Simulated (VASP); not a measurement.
BAs, 2 atoms in the cell. It takes space group I-4m2 (No. 119, tetragonal). Conventional cell: a = 3.378 Å, b = 3.378 Å, c = 4.395 Å, α = 90.00°, β = 90.00°, γ = 90.00°. B (site symmetry -4m2) has 4 As at 2.01 Å within 2.7 Å. As (site symmetry -4m2) has 4 B at 2.01 Å within 2.7 Å.  This cell differs from its parent crystal: strain +0.000 along x and y, -0.080 along z.

| Quantity | Value |
| --- | --- |
| Program | VASP 6.6.1 |
| Task | single point |
| Functional | LDA |
| Potentials or basis | VASP PAW LDA potentials, release 64 (B_h, As_d) |
| Cutoff | 1230 eV |
| k mesh | 10 × 10 × 10 |
| Occupations | gaussian, width 0.05 eV |
| Spin | no spin polarisation |
| Dipole correction | no |
| Further INCAR settings | ALGO = Normal; EDIFF = 1e-06; NBANDS = 16 |

Potentials or basis: VASP PAW LDA potentials, release 64 (B_h, As_d).

Command:

```console
$ cat potpaw_LDA.64/B_h/POTCAR potpaw_LDA.64/As_d/POTCAR > POTCAR
$ mpirun -np 1 vasp_std > vasp.out
```

Hardware: 1 thread of AMD EPYC 7R43 64-Core Processor (Zen 3), with other jobs on the host.

**Question.** Estimate the wall time of this run.

**Answer.** Wall time 3.9 min on 1 thread of AMD EPYC 7R43 64-Core Processor (Zen 3) (shared host), peak memory 0.25 GiB. Counts: scf iterations 13, k points 102.
